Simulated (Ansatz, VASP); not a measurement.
One calculation of W, two programs

```xyz
3
Lattice="4.6416 0.0000 0.0000 -2.3208 4.0197 0.0000 0.0000 0.0000 2.5833" Properties=species:S:1:pos:R:3 pbc="T T T"
W     2.3208    4.0197    0.0000
W     0.0000    2.6798    1.2917
W     2.3208    1.3399    1.2917
```

Alike in both runs: functional PBEsol; k mesh 8 × 8 × 11; occupations fermi-dirac, width 0.1 eV; no spin polarisation.

Ansatz relaxed the structure, and its values are those at the end. VASP's run is a single point on that final structure, the one shown.

|  | VASP | Ansatz |
| --- | --- | --- |
| version | VASP 6.6.1 | Ansatz 0.2.0 |
| potentials or method | VASP PAW PBE potentials, release 64 (W_sv), cutoff 520 eV | plane waves (420 eV) with PAW, scalar-relativistic |
| valence electrons in the cell | 42 | 42 |

Ansatz gave:

- pressure (GPa): 0.0

Problem. Estimate VASP's values.

Solution. Pressure (GPa): 0.7.

VASP's potentials were made for PBE, not for PBEsol, and Ansatz warns of the same on its side.

Neither program's run includes spin-orbit coupling.
